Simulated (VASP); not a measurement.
A run of VASP 6.6.1 is set up as follows.

File INCAR:

```
ALGO = Normal
EDIFF = 1E-6
ENCUT = 520
GGA = PS
ISIF = 2
ISMEAR = -1
LASPH = True
LCHARG = False
LREAL = False
LWAVE = False
NBANDS = 11
NELM = 100
PREC = Accurate
SIGMA = 0.05
```

Contents of KPOINTS:

```
k-points
0
Gamma
  8 8 8
```

The input POSCAR:

```
BeTe
1.0
    0.0000000000      2.7325629784      2.7325629784
    2.7325629784      0.0000000000      2.7325629784
    2.7325629784      2.7325629784      0.0000000000
Te Be
1 1
Direct
    0.7500000000      0.7500000000      0.7500000000
    0.0000000000      0.0000000000      0.0000000000
```

Potentials or basis: VASP PAW PBE potentials, release 64 (Te, Be).

Run with:

```sh
$ cat potpaw_PBE.64/Te/POTCAR potpaw_PBE.64/Be/POTCAR > POTCAR
$ mpirun -np 1 vasp_std > vasp.out
```

Question: Predict the pressure.

Answer: 5.6 GPa.

Question: Predict the band gap on the k mesh.

Answer: 1.62 eV, indirect (least direct gap 3.51 eV).

Caveat: the PAW data sets were made with another functional, which shifts forces and pressure a little; spin-orbit coupling is left out, which moves the levels of the heavy elements. A k mesh can miss the band edges.
